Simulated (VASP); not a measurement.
# EuS (Fm-3m) in VASP: further runs

The runs below take EuS through single point, with PBEsol+D3(BJ), PBE.

Program: VASP 6.6.1. These are calculated values, not measurements. Logs are shortened: lines on timing, memory, paths and dates and some standing lists are left out, and cuts for length are marked.

### Step 1. The cell of the first run

The structure is cubic, space group Fm-3m (No. 225). The conventional cell has a = 5.957 Å, b = 5.957 Å, c = 5.957 Å, α = 90.00°, β = 90.00°, γ = 90.00°. Eu (site symmetry m-3m) has 6 S at 2.98 Å within 3.9 Å. Within 3.9 Å of S (site symmetry m-3m) lie 6 Eu at 2.98 Å.

### Step 2. Single point, PBEsol+D3(BJ), collinear spin, ferromagnetic start

The input, INCAR:

```
PREC = Accurate
ENCUT = 600
EDIFF = 1E-6
ISMEAR = -1
SIGMA = 0.05
LREAL = False
LASPH = True
NELM = 200
ALGO = Normal
ISIF = 2
LWAVE = False
LCHARG = False
ISPIN = 2
MAGMOM = 7 0
LORBIT = 11
LMAXMIX = 6
GGA = PS
IVDW = 12
NBANDS = 22
GGA_COMPAT = False
```

The input, KPOINTS:

```
Automatic mesh
0
Gamma
  8 8 8
```

The input, POSCAR:

```
EuS
1.0
    0.0000000000      2.9785000000      2.9785000000
    2.9785000000      0.0000000000      2.9785000000
    2.9785000000      2.9785000000      0.0000000000
Eu S
1 1
Direct
    0.0000000000      0.0000000000      0.0000000000
    0.5000000000      0.5000000000      0.5000000000
```

Potentials or basis: VASP PAW PBE potentials, release 64 (Eu, S).

Launch:

```
$ cat potpaw_PBE.64/Eu/POTCAR potpaw_PBE.64/S/POTCAR > POTCAR
$ mpirun -np 1 vasp_std > vasp.out
```

OUTCAR:

```text
PREC = Accurate
   ENCUT = 600
   EDIFF = 1E-6
   ISMEAR = -1
   LREAL = False
   LASPH = True
   NELM = 200
   ISIF = 2
   ISPIN = 2
   LORBIT = 11
   GGA = PS
   IVDW = 12
 IVDW          = 12

 ion  position               nearest neighbor table
   1  0.000  0.000  0.000-   2 2.98   2 2.98   2 2.98   2 2.98   2 2.98   2 2.98
   2  0.500  0.500  0.500-   1 2.98   1 2.98   1 2.98   1 2.98   1 2.98   1 2.98

  LATTYP: Found a face centered cubic cell.
 ALAT       =     5.9570000000

  Lattice vectors:

 A1 = (   0.0000000000,   2.9785000000,   2.9785000000)
 A2 = (   2.9785000000,   0.0000000000,   2.9785000000)
 A3 = (   2.9785000000,   2.9785000000,   0.0000000000)

Analysis of symmetry for initial positions (statically):
=====================================================================
 Subroutine PRICEL returns:
 Original cell was already a primitive cell.

 Routine SETGRP: Setting up the symmetry group for a
 face centered cubic supercell.

 Subroutine GETGRP returns: Found 48 space group operations
 (whereof 48 operations were pure point group operations)
 out of a pool of 48 trial point group operations.

The static configuration has the point symmetry O_h .

Analysis of symmetry for dynamics (positions and initial velocities):
=====================================================================
 Subroutine PRICEL returns:
 Original cell was already a primitive cell.

 Routine SETGRP: Setting up the symmetry group for a
 face centered cubic supercell.

 Subroutine GETGRP returns: Found 48 space group operations
 (whereof 48 operations were pure point group operations)
 out of a pool of 48 trial point group operations.

The dynamic configuration has the point symmetry O_h .

Analysis of structural, dynamic, and magnetic symmetry:
=====================================================================
 Subroutine PRICEL returns:
 Original cell was already a primitive cell.

 Routine SETGRP: Setting up the symmetry group for a
 face centered cubic supercell.

 Subroutine GETGRP returns: Found 48 space group operations
 (whereof 48 operations were pure point group operations)
 out of a pool of 48 trial point group operations.

The overall configuration has the point symmetry O_h .

 Subroutine INISYM returns: Found 48 space group operations
 (whereof 48 operations are pure point group operations),
 and found     1 'primitive' translations

----------------------------------------------------------------------------------------

                                     Primitive cell

  volume of cell :      52.8473

  direct lattice vectors                    reciprocal lattice vectors
     0.000000000  2.978500000  2.978500000    -0.167869733  0.167869733  0.167869733
     2.978500000  0.000000000  2.978500000     0.167869733 -0.167869733  0.167869733
     2.978500000  2.978500000  0.000000000     0.167869733  0.167869733 -0.167869733

  length of vectors
     4.212235096  4.212235096  4.212235096     0.290758907  0.290758907  0.290758907

  position of ions in fractional coordinates (direct lattice)
     0.000000000  0.000000000  0.000000000
     0.500000000  0.500000000  0.500000000

  ion indices of the primitive-cell ions
   primitive index   ion index
                 1           1
                 2           2

----------------------------------------------------------------------------------------

 KPOINTS: Automatic mesh

Automatic generation of k-mesh.
 Grid dimensions read from file:
 generate k-points for:    8    8    8

 Generating k-lattice:

  Cartesian coordinates                     Fractional coordinates (reciprocal lattice)
    -0.020983717  0.020983717  0.020983717     0.125000000  0.000000000  0.000000000
     0.020983717 -0.020983717  0.020983717     0.000000000  0.125000000  0.000000000
     0.020983717  0.020983717 -0.020983717     0.000000000  0.000000000  0.125000000

  Length of vectors
     0.036344863  0.036344863  0.036344863

  Shift w.r.t. Gamma in fractional coordinates (k-lattice)
     0.000000000  0.000000000  0.000000000

 Subroutine IBZKPT returns following result:
 ===========================================

 Found     29 irreducible k-points:

 Following reciprocal coordinates:
            Coordinates               Weight
  0.000000  0.000000  0.000000      1.000000
  0.125000  0.000000  0.000000      8.000000
  0.250000  0.000000  0.000000      8.000000
  0.375000  0.000000  0.000000      8.000000
  0.500000  0.000000  0.000000      4.000000
  0.125000  0.125000  0.000000      6.000000
[... 16 lines left out ...]
  0.500000  0.250000  0.125000     48.000000
 -0.375000  0.250000  0.125000     24.000000
 [... further k-points ...]
   k-points           NKPTS =     29   k-points in BZ     NKDIM =     29   number of bands    NBANDS=     22
   number of dos      NEDOS =    301   number of ions     NIONS =      2
   total plane-waves  NPLWV =  46656
   dimension x,y,z NGX =    36 NGY =   36 NGZ =   36
   dimension x,y,z NGXF=    72 NGYF=   72 NGZF=   72
   ions per type =               1   1
   NGX,Y,Z   is equivalent  to a cutoff of  14.21, 14.21, 14.21 a.u.
   NGXF,Y,Z  is equivalent  to a cutoff of  28.42, 28.42, 28.42 a.u.
 SYSTEM =  unknown system
   PREC   = accura    normal or accurate (medium, high low for compatibility)
   ISTART =      0    job   : 0-new  1-cont  2-samecut
   ICHARG =      2    charge: 1-file 2-atom 10-const
   ISPIN  =      2    spin polarized calculation?
   LNONCOLLINEAR =      F non collinear calculations
   LSORBIT =      F    spin-orbit coupling
   LASPH  =      T    aspherical Exc in radial PAW
   ENCUT  =  600.0 eV  44.10 Ry    6.64 a.u.   8.41  8.41  8.41*2*pi/ulx,y,z
   NELM   =    200;   NELMIN=  2; NELMDL= -5     # of ELM steps
   EDIFF  = 0.1E-05   stopping-criterion for ELM
   LREAL  =      F    real-space projection
   EDIFFG = 0.1E-04   stopping-criterion for IOM
   NSW    =      0    number of steps for IOM
   IBRION =     -1    ionic relax: 0-MD 1-quasi-New 2-CG
   NFREE  =      0    steps in history (QN), initial steepest desc. (CG)
   ISIF   =      2    stress and relaxation
   ISYM   =      2    0-nonsym 1-usesym 2-fastsym
   POTIM  = 0.5000    time-step for ionic-motion
   TEBEG  =    0.0;   TEEND  =   0.0 temperature during run
   PSTRESS=    0.0 pullay stress
   NELECT =      23.0000    total number of electrons
   NUPDOWN=      -1.0000    fix difference up-down
   EMIN   =  10.00;   EMAX   =-10.00  energy-range for DOS
   EFERMI =   0.00;   METHOD = LEGACY
   ISMEAR =    -1;   SIGMA  =   0.05  broadening in eV -4-tet -1-fermi 0-gaus
   EFERMI_NEDOS =   21; number of points for ismear=-14 and -15
   IALGO  =     38    algorithm
   IMIX   =      4    mixing-type and parameters
     AMIX     =   0.40;   BMIX     =  1.00
     AMIX_MAG =   1.60;   BMIX_MAG =  1.00
  volume/ion in A,a.u.               =      26.42       178.32
  Fermi-wavevector in a.u.,A,eV,Ry     =   1.240633  2.344456 20.941667  1.539169
  Thomas-Fermi vector in A             =   2.375065
   LORBIT       =     11    0 simple, 1 ext, 2 COOP (PROOUT), +10 PAW based schemes
   GGA     = PS    functional components
   LHFCALC =     F    Hartree Fock is set to
   AEXX    =    0.0000 exact exchange contribution
   IVDW    =    12    specifies the selected vdW correction
   LEPSILON=     F    determine dielectric tensor
   LRPA    =     F    only Hartree local field effects (RPA)
 spin polarized calculation
  energy-cutoff  :      600.00
  volume of cell :       52.85
 maximum number of plane-waves:      1807
 NGX is ok and might be reduce to    36
   NGX = 17   NGY = 17   NGZ = 17

 number of electron      22.9999997 magnetization       6.9708970

 Free energy of the ion-electron system (eV)
  ---------------------------------------------------
  ext. energy  EPLUGINS =         0.00000000
  ---------------------------------------------------
  free energy    TOTEN  =       -20.47653835 eV

  energy without entropy =      -20.46474671  energy(sigma->0) =      -20.47064253

 E-fermi :   4.1465     XC(G=0):  -9.8331

 val. band max:        4.1128043262   @ k =   0.3750   0.3750   0.0000
 cond. band min:       4.1948190633   @ k =   0.0000   0.0000   0.0000
 fundamental gap:      0.0820147371
 Fermi energy:         4.1465325472

 spin component 1

 k-point     1 :       0.0000    0.0000    0.0000
  band No.  band energies     occupation
      1     -37.3578      1.00000
      2     -16.0616      1.00000
      3     -16.0616      1.00000
      4     -16.0616      1.00000
      5      -9.2842      1.00000
      6       1.4058      1.00000
[... 14 lines left out ...]
     21       6.0401      0.00000
     22      11.4063      0.00000

 k-point     2 :       0.1250    0.0000    0.0000
  band No.  band energies     occupation
      1     -37.3558      1.00000
      2     -16.1135      1.00000
      3     -16.0653      1.00000
      4     -16.0653      1.00000
      5      -9.1639      1.00000
      6       0.8367      1.00000
[... 14 lines left out ...]
     21       6.6177      0.00000
     22      12.0065      0.00000

 k-point     3 :       0.2500    0.0000    0.0000
  band No.  band energies     occupation
      1     -37.3512      1.00000
      2     -16.2339      1.00000
      3     -16.0744      1.00000
      4     -16.0744      1.00000
      5      -8.8683      1.00000
      6      -0.1719      1.00000
[... 14 lines left out ...]
     21       7.9290      0.00000
     22      12.5916      0.00000
[... 476 lines left out ...]
 k-point    23 :       0.5000    0.2500    0.1250
  band No.  band energies     occupation
      1     -37.3441      1.00000
      2     -16.3081      1.00000
      3     -16.1519      1.00000
      4     -16.1035      1.00000
      5      -8.6284      1.00000
      6      -0.6573      1.00000
[... 14 lines left out ...]
     21      10.5541      0.00000
     22      10.7689      0.00000

 k-point    24 :      -0.3750    0.2500    0.1250
  band No.  band energies     occupation
      1     -37.3426      1.00000
      2     -16.3321      1.00000
      3     -16.1581      1.00000
      4     -16.1127      1.00000
      5      -8.5658      1.00000
      6      -0.7277      1.00000
[... 14 lines left out ...]
     21      10.2676      0.00000
     22      11.2065      0.00000

 [... further k-points ...]

 spin component 2

 k-point     1 :       0.0000    0.0000    0.0000
  band No.  band energies     occupation
      1     -34.3036      1.00000
      2     -13.8052      1.00000
      3     -13.8052      1.00000
      4     -13.8052      1.00000
      5      -9.2731      1.00000
      6       1.5695      1.00000
[... 14 lines left out ...]
     21       8.7795      0.00000
     22      12.5389      0.00000

 k-point     2 :       0.1250    0.0000    0.0000
  band No.  band energies     occupation
      1     -34.3009      1.00000
      2     -13.8896      1.00000
      3     -13.8096      1.00000
      4     -13.8096      1.00000
      5      -9.1289      1.00000
      6       1.0215      1.00000
[... 14 lines left out ...]
     21       8.8268      0.00000
     22      13.0773      0.00000

 k-point     3 :       0.2500    0.0000    0.0000
  band No.  band energies     occupation
      1     -34.2945      1.00000
      2     -14.0776      1.00000
      3     -13.8202      1.00000
      4     -13.8202      1.00000
      5      -8.7876      1.00000
      6       0.0478      1.00000
[... 14 lines left out ...]
     21       9.1922      0.00000
     22      13.6718      0.00000
[... 476 lines left out ...]
 k-point    23 :       0.5000    0.2500    0.1250
  band No.  band energies     occupation
      1     -34.2846      1.00000
      2     -14.1792      1.00000
      3     -13.9256      1.00000
      4     -13.8589      1.00000
      5      -8.5591      1.00000
      6      -0.4168      1.00000
[... 14 lines left out ...]
     21      11.3410      0.00000
     22      11.7481      0.00000

 k-point    24 :      -0.3750    0.2500    0.1250
  band No.  band energies     occupation
      1     -34.2825      1.00000
      2     -14.2124      1.00000
      3     -13.9330      1.00000
      4     -13.8719      1.00000
      5      -8.4976      1.00000
      6      -0.4737      1.00000
[... 14 lines left out ...]
     21      11.2696      0.00000
     22      12.0717      0.00000

 [... further k-points ...]

------------------------ aborting loop because EDIFF is reached ----------------------------------------

 Edisp (eV)   -0.67384

 E8    (eV) :    -0.4732

  FORCE on cell =-STRESS in cart. coord.  units (eV):
  Direction    XX          YY          ZZ          XY          YZ          ZX
  --------------------------------------------------------------------------------------
  -------------------------------------------------------------------------------------
  Total      -2.59751    -2.59751    -2.59751    -0.00000     0.00000     0.00000
  in kB     -78.74886   -78.74886   -78.74886    -0.00000     0.00000     0.00000
  external pressure =      -78.75 kB  Pullay stress =        0.00 kB

 VOLUME and BASIS-vectors are now :
 -----------------------------------------------------------------------------
  energy-cutoff  :      600.00
  volume of cell :       52.85
      direct lattice vectors                 reciprocal lattice vectors
     0.000000000  2.978500000  2.978500000    -0.167869733  0.167869733  0.167869733
     2.978500000  0.000000000  2.978500000     0.167869733 -0.167869733  0.167869733
     2.978500000  2.978500000  0.000000000     0.167869733  0.167869733 -0.167869733

 POSITION                                       TOTAL-FORCE (eV/Angst)
 -----------------------------------------------------------------------------------
      0.00000      0.00000      0.00000        -0.000000     -0.000000     -0.000000
      2.97850      2.97850      2.97850         0.000000      0.000000      0.000000
 -----------------------------------------------------------------------------------
    total drift:                                0.000000      0.000000      0.000000

  FREE ENERGIE OF THE ION-ELECTRON SYSTEM (eV)
  ---------------------------------------------------
  free  energy   TOTEN  =       -21.1503738640 eV

  energy  without entropy=      -21.1385822217  energy(sigma->0) =      -21.14447804

 total charge

# of ion       s       p       d       f       tot
--------------------------------------------------
    1        2.023   5.723   0.313   6.639  14.699
    2        1.311   2.400   0.000   0.000   3.711
--------------------------------------------------
tot          3.334   8.124   0.313   6.639  18.410

 magnetization (x)

# of ion       s       p       d       f       tot
--------------------------------------------------
    1       -0.012  -0.101   0.093   6.608   6.588
    2       -0.007  -0.066   0.000   0.000  -0.073
--------------------------------------------------
tot         -0.019  -0.167   0.093   6.608   6.515
```

Run time: 62 s. Hardware: 1 thread of Intel Xeon 6975P-C (Granite Rapids), shared host; peak memory 0.29 GiB.

Results:

```yaml
Free_energy: -21.1504 eV
Pressure: -7.9 GPa
Band_gap_on_the_k_mesh: zero (filled and empty bands overlap)
Net_moment: 6.97 μB per cell
Site_moments: Eu +6.59; S -0.07 μB
Valence_electrons_inside_the_program's_atomic_spheres: Eu 14.70; S 3.71
Dispersion_energy_per_atom: -0.337 eV
```

Levels at points of the mesh, in eV from the Fermi level:
Spin up:
| k point | band 13 | band 14 | band 15 | band 16 | band 17 | band 18 |
| --- | --- | --- | --- | --- | --- | --- |
| (0.00, 0.00, 0.00) | 0.05 | 0.05 | 0.05 | 0.69 | 1.01 | 1.01 |
| (0.50, 0.00, 0.00) | -0.32 | -0.28 | -0.27 | 2.85 | 3.18 | 3.60 |
| (0.50, 0.50, 0.00) | -0.33 | -0.29 | -0.10 | -0.10 | 3.05 | 3.12 |
Spin down:
```csv
k point,band 5,band 6,band 7,band 8,band 9,band 10,band 11,band 12
"(0.00, 0.00, 0.00)",-13.42,-2.58,-2.58,-2.58,1.30,1.78,1.78,1.78
"(0.50, 0.00, 0.00)",-12.45,-5.15,-3.72,-3.72,2.76,3.97,3.99,3.99
"(0.50, 0.50, 0.00)",-13.07,-3.74,-2.94,-2.94,-0.23,3.83,3.91,4.14
```

Caveat: the cell stands under tension; the PAW data sets were made with another functional, which shifts forces and pressure a little; spin-orbit coupling is left out, which moves the levels of the heavy elements; a cell with one magnetic atom can't hold antiferromagnetic order, which such compounds often take; semilocal functionals describe open f shells poorly, which spoils levels, moments and volumes. With open d or f shells a metallic result of PBEsol can be an artefact of self-interaction; +U or a hybrid may open a gap.

### Step 3. Single point, PBEsol+D3(BJ), collinear spin, ferromagnetic start

This run uses another cell than the first one, of 26.95 Å³/atom.

The input, INCAR:

```
SYSTEM = EuS
ALGO = Normal
EDIFF = 1E-6
ENCUT = 600
GGA = PS
GGA_COMPAT = .False.
ISIF = 2
ISMEAR = -1
ISPIN = 2
IVDW = 12
LASPH = .True.
LCHARG = .False.
LMAXMIX = 6
LORBIT = 11
LREAL = .False.
LWAVE = .False.
MAGMOM = 7 0
NBANDS = 22
NELM = 200
PREC = Accurate
SIGMA = 0.05
```

The input, KPOINTS:

```
k-points
0
Gamma
  8 8 8
  0 0 0
```

The input, POSCAR:

```
EuS
1.0
    0.0000000000      2.9982257404      2.9982257404
    2.9982257404      0.0000000000      2.9982257404
    2.9982257404      2.9982257404      0.0000000000
Eu S
1 1
Direct
    0.0000000000      0.0000000000      0.0000000000
    0.5000000000      0.5000000000      0.5000000000
```

Potentials or basis: VASP PAW PBE potentials, release 64 (Eu, S).

Launch:

```
$ cat potpaw_PBE.64/Eu/POTCAR potpaw_PBE.64/S/POTCAR > POTCAR
$ mpirun -np 1 vasp_std > vasp.out
```

Wall time 84 s (1 thread of Intel Xeon 6975P-C (Granite Rapids), shared host); peak memory 0.3 GiB.

Results (log left out):

- Free energy: -21.0967 eV
- Pressure: -8.4 GPa
- Band gap on the k mesh: zero (filled and empty bands overlap)
- Net moment: 6.98 μB per cell
- Site moments: Eu +6.60; S -0.07 μB
- Valence electrons inside the program's atomic spheres: Eu 14.69; S 3.71
- Dispersion energy per atom: -0.330 eV

Levels at points of the mesh, in eV from the Fermi level:
Spin up:
| k point | band 11 | band 12 | band 13 | band 14 | band 15 | band 16 | band 17 | band 18 | band 19 | band 20 |
| --- | --- | --- | --- | --- | --- | --- | --- | --- | --- | --- |
| (0.00, 0.00, 0.00) | -0.27 | -0.27 | 0.03 | 0.03 | 0.03 | 0.59 | 1.02 | 1.02 | 1.02 | 1.89 |
| (0.50, 0.00, 0.00) | -0.40 | -0.31 | -0.31 | -0.28 | -0.27 | 2.79 | 3.12 | 3.54 | 3.54 | 6.38 |
| (0.50, 0.50, 0.00) | -0.35 | -0.33 | -0.33 | -0.29 | -0.11 | -0.11 | 3.01 | 3.01 | 4.36 | 4.56 |
Spin down:
```csv
k point,band 4,band 5,band 6,band 7,band 8,band 9,band 10,band 11,band 12,band 13
"(0.00, 0.00, 0.00)",-17.98,-13.37,-2.58,-2.58,-2.58,1.19,1.79,1.79,1.79,2.67
"(0.50, 0.00, 0.00)",-18.01,-12.47,-5.10,-3.69,-3.69,2.74,3.91,4.00,4.00,4.32
"(0.50, 0.50, 0.00)",-18.10,-13.04,-3.74,-2.94,-2.94,-0.19,3.71,3.88,4.15,4.25
```

Caveat: the cell stands under tension; the PAW data sets were made with another functional, which shifts forces and pressure a little; spin-orbit coupling is left out, which moves the levels of the heavy elements; a cell with one magnetic atom can't hold antiferromagnetic order, which such compounds often take; semilocal functionals describe open f shells poorly, which spoils levels, moments and volumes.

[end of part 1 of 2]
